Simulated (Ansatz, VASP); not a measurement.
# Two plane-wave programs on InSb3

```
In Sb
1.0
     0.00000    3.72792    3.72792
     3.72792    0.00000    3.72792
     3.72792    3.72792    0.00000
In Sb
1 3
Direct
  0.96982 0.96982 0.03018
  0.25000 0.25000 0.25000
  0.75000 0.75000 0.75000
  0.50000 0.50000 0.50000
```

Alike in both runs: task single point; functional PBE; dispersion D3(BJ); k mesh 12 × 12 × 12; occupations gaussian, width 0.15 eV; no spin polarisation.

|  | VASP | Ansatz |
| --- | --- | --- |
| version | VASP 6.6.1 | Ansatz 0.2.0 |
| potentials or method | VASP PAW PBE potentials, release 64 (In_d, Sb), cutoff 520 eV | scalar-relativistic, plane waves, PAW |
| valence electrons in the cell | 28 | 58 |

VASP gave:

```
gap on the k mesh at the Fermi level (eV)                     : none
pressure (GPa)                                                : 0.6
traceless stress, the component that is largest in VASP (GPa) : -0.20
rms of the force components (eV/Å)                            : 0.219
```

Question: Estimate Ansatz's values.

Answer: gap on the k mesh at the Fermi level (eV): none; pressure (GPa): 0.7; traceless stress, the component that is largest in VASP (GPa): -0.20; rms of the force components (eV/Å): 0.219.

Atom by atom the forces differ by 0.000 eV/Å (rms over components). A gap of «none» marks a metal or a gap that the smearing closes. VASP's potentials hold 28 valence electrons a cell and Ansatz's 58, so a difference there can come from the potentials and not from the codes.

Neither program's run includes spin-orbit coupling.
